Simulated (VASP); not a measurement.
## Mo (a cell with a defect): single point with PBE

Mo (a cell with a defect):

```
Mo
1.0
     0.00000    6.32262    6.32262
     6.32262    0.00000    6.32262
     6.32262    6.32262    0.00000
Mo
31
Direct
  0.99919 0.99914 0.99891
  0.12514 0.12490 0.12481
  0.25170 0.25163 0.25142
  0.49840 0.49837 0.49815
  0.99924 0.99907 0.50236
  0.12607 0.12602 0.62376
  0.25175 0.25161 0.74484
  0.37500 0.37498 0.87484
  0.99918 0.50247 0.99894
  0.12606 0.62388 0.12593
  0.25169 0.74497 0.25143
  0.37509 0.87489 0.37490
  0.00496 0.49826 0.49820
  0.12614 0.62386 0.62370
  0.24745 0.75077 0.75071
  0.37503 0.87492 0.87480
  0.50261 0.99904 0.99898
  0.62399 0.12598 0.12584
  0.74508 0.25158 0.25150
  0.87503 0.37490 0.37482
  0.49838 0.00482 0.49816
  0.62394 0.12600 0.62380
  0.75088 0.24732 0.75066
  0.87506 0.37490 0.87486
  0.49843 0.49831 0.00472
  0.62394 0.62389 0.12591
  0.75095 0.75079 0.24724
  0.87503 0.87497 0.37482
  0.62508 0.62487 0.62483
  0.75091 0.75083 0.75062
  0.87510 0.87486 0.87479
```

| Quantity | Value |
| --- | --- |
| Program | VASP 6.6.1 |
| Task | single point |
| Functional | PBE |
| Potentials or basis | VASP PAW PBE potentials, release 64 (Mo_sv) |
| Cutoff | 400 eV |
| k mesh | 1 × 1 × 1 |
| Occupations | methfessel-paxton, width 0.1 eV |
| Spin | no spin polarisation |

```
Pressure               : -13.6 GPa
Largest force          : 0.018 eV/Å
Band gap on the k mesh : 0.76 eV
```

Forces on the atoms (eV/Å):
```
Mo   0.002  0.009 -0.001
Mo   0.002 -0.008 -0.003
Mo   0.006  0.011  0.003
Mo  -0.012 -0.004 -0.013
Mo  -0.004 -0.003  0.001
Mo  -0.002  0.001 -0.003
Mo  -0.008 -0.006  0.002
Mo  -0.004  0.001  0.000
Mo  -0.001  0.007 -0.002
Mo  -0.004 -0.009  0.002
Mo  -0.003  0.009 -0.005
Mo  -0.002 -0.012  0.000
Mo  -0.008  0.009  0.008
Mo   0.011  0.001 -0.001
Mo  -0.006  0.006  0.005
Mo   0.003  0.000  0.002
Mo   0.004 -0.002 -0.003
Mo  -0.001  0.002  0.001
Mo   0.004 -0.006 -0.008
Mo   0.002  0.000  0.002
Mo   0.012 -0.005  0.012
Mo  -0.004  0.002  0.003
Mo   0.007 -0.001  0.008
Mo   0.000 -0.007  0.001
Mo   0.006  0.010 -0.011
Mo  -0.004  0.000  0.009
Mo   0.003  0.005 -0.007
Mo  -0.002 -0.001  0.001
Mo   0.003 -0.004  0.003
Mo  -0.006  0.000 -0.008
Mo   0.006 -0.006  0.001
```

Levels at points of the mesh, in eV from the valence-band top:
```csv
k point,band 213,band 214,band 215,band 216,band 217,band 218,band 219,band 220,band 221,band 222
"(0.00, 0.00, 0.00)",-0.06,-0.06,0.00,0.00,0.00,0.76,0.76,0.76,1.42,1.42
```

Wall time 7.3 min on 1 thread of Intel Xeon 8259CL, with other jobs on the host, peak memory 0.47 GiB.

Caveat: the k points lie up to 0.86 Å⁻¹ apart.
